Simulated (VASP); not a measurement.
Crystal: Au.

```
CELL_PARAMETERS angstrom
-1.66824 1.66824 1.66824
1.66824 -1.66824 1.66824
1.66824 1.66824 -1.66824
ATOMIC_POSITIONS crystal
Au 0.00000 0.00000 0.00000
```

Base run:

- Program: VASP 6.6.1
- Functional: PBE
- Potentials or basis: VASP PAW PBE potentials, release 64 (Au)
- Cutoff: 500 eV
- k mesh: 11 × 11 × 11
- Occupations: fermi-dirac, width 0.05 eV
- Spin: no spin polarisation

Its results: pressure -3.5 GPa.

The run is repeated on the same cell with these changes: functional from PBE to PBE0; cutoff from 500 eV to 520 eV; k mesh from 11 × 11 × 11 to 6 × 6 × 6. What comes out?

Pressure -6.6 GPa.

Several settings changed at once, so the effect can't be laid on one alone.

Caveats: some runs use coarse meshes; the PAW data sets were made with another functional, which shifts forces and pressure a little (some runs).
